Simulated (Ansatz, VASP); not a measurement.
TaN in VASP and in Ansatz

```
Ta N
1.0
     0.00000    2.19213    2.19213
     2.19213    0.00000    2.19213
     2.19213    2.19213    0.00000
Ta N
1 1
Direct
  0.00000 0.00000 0.00000
  0.50000 0.50000 0.50000
```

Alike in both runs: functional PBE; dispersion D3(BJ); k mesh 16 × 16 × 16; occupations gaussian, width 0.1 eV; no spin polarisation.

Ansatz relaxed the structure, and its values are those at the end. VASP's run is a single point on that final structure, the one shown.

|  | VASP | Ansatz |
| --- | --- | --- |
| version | VASP 6.6.1 | Ansatz 0.2.0 |
| potentials or method | VASP PAW PBE potentials, release 64 (Ta_sv_GW, N), cutoff 700 eV | scalar-relativistic, plane waves, PAW |
| valence electrons in the cell | 18 | 18 |

Ansatz gave:

* gap on the k mesh at the Fermi level (eV): none
* pressure (GPa): 0.0

Which values does VASP return?

gap on the k mesh at the Fermi level (eV): none; pressure (GPa): 0.2.

A gap of «none» marks a metal or a gap that the smearing closes.

Spin-orbit coupling is off throughout.
